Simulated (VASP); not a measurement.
## C: relaxation of cell and atoms with PBE

C:

```
CELL_PARAMETERS angstrom
4.21235 0.00000 0.00000
-2.10617 3.64800 0.00000
0.00000 0.00000 3.57430
ATOMIC_POSITIONS crystal
C 0.80000 0.40000 0.16667
C 0.60000 0.40000 0.83333
C 0.60000 0.20000 0.50000
C 0.20000 0.60000 0.16667
C 0.40000 0.60000 0.83333
C 0.40000 0.80000 0.50000
```

The cell was generated, and may not be a known phase.

```json
{
  "Program": "VASP 6.6.1",
  "Task": "relaxation of cell and atoms",
  "Functional": "PBE",
  "Potentials or basis": "VASP PAW PBE potentials, release 64 (C)",
  "Cutoff": "600 eV",
  "k mesh": "6 × 6 × 6",
  "Occupations": "gaussian, width 0.1 eV",
  "Spin": "no spin polarisation",
  "Dipole correction": "no",
  "Further INCAR settings": "ALGO = Normal; EDIFF = 1e-06; IBRION = 2; EDIFFG = -0.04; NSW = 90; ISIF = 3"
}
```

| Item | Value |
| --- | --- |
| Relaxed volume | 8.48 Å³/atom |
| Relaxed cell | a = 3.939 Å, b = 3.939 Å, c = 3.788 Å, α = 90.00°, β = 90.00°, γ = 120.00° |
| Space group after relaxing (to 0.1 Å) | P6_222 (No. 180) |
| Energy gained by relaxing | 128.8 meV/atom |
| Ionic steps | 8 |
| Pressure after relaxing | 0.0 GPa |
| Band gap on the k mesh | zero (bands 12 and 13 overlap by 0.59 eV) |

Forces in eV/Å, atoms in the order of the input:
```
C   -0.002 -0.001  0.000
C    0.002 -0.001  0.000
C    0.000  0.002  0.000
C    0.002  0.001  0.000
C   -0.002  0.001  0.000
C    0.000 -0.002  0.000
```

Stress tensor (GPa, compression positive):
```
-0.08  0.00  0.00
 0.00 -0.08  0.00
 0.00  0.00  0.10
```

Step by step:
```
step  energy change (eV)  largest force (eV/Å)  pressure (GPa)  volume (Å³)
   1              0.0000                0.5297           -6.70        54.92
   2             -0.3767                3.7458            3.65        51.65
   3             -0.5677                1.7648           -2.47        52.82
   4             -0.4732                2.0071           -4.59        50.13
   5             -0.7637                0.0497           -3.65        51.63
   6             -0.7638                0.0061           -3.68        51.60
   7             -0.7664                0.0065            3.22        50.32
   8             -0.7728                0.0021           -0.02        50.90
```

Final structure:
```
C
1.0
     3.93933    0.00000    0.00000
    -1.96967    3.41156    0.00000
     0.00000    0.00000    3.78759
C
6
Direct
  0.79605 0.39803 0.16667
  0.60197 0.39803 0.83333
  0.60197 0.20395 0.50000
  0.20395 0.60197 0.16667
  0.39803 0.60197 0.83333
  0.39803 0.79605 0.50000
```

Levels at points of the mesh, in eV from the Fermi level:
```tsv
k point	band 10	band 11	band 12	band 13	band 14	band 15
(0.00, 0.00, 0.00)	-4.26	-4.26	0.07	0.07	0.38	0.90
(0.50, 0.00, 0.00)	-4.99	-3.77	-1.56	0.96	2.43	2.72
(0.00, 0.00, 0.50)	-2.27	-2.27	-1.30	0.06	3.41	3.41
(0.50, 0.00, 0.50)	-2.87	-2.15	-1.04	1.43	2.19	3.82
```

Run time: 3.4 min on 1 thread of AMD EPYC 7R43 64-Core Processor (Zen 3), on a shared host, peak memory 0.15 GiB.

Caveat: this functional lacks dispersion, which binds layers or chains, so the pressure and a relaxed spacing across them are unreliable.
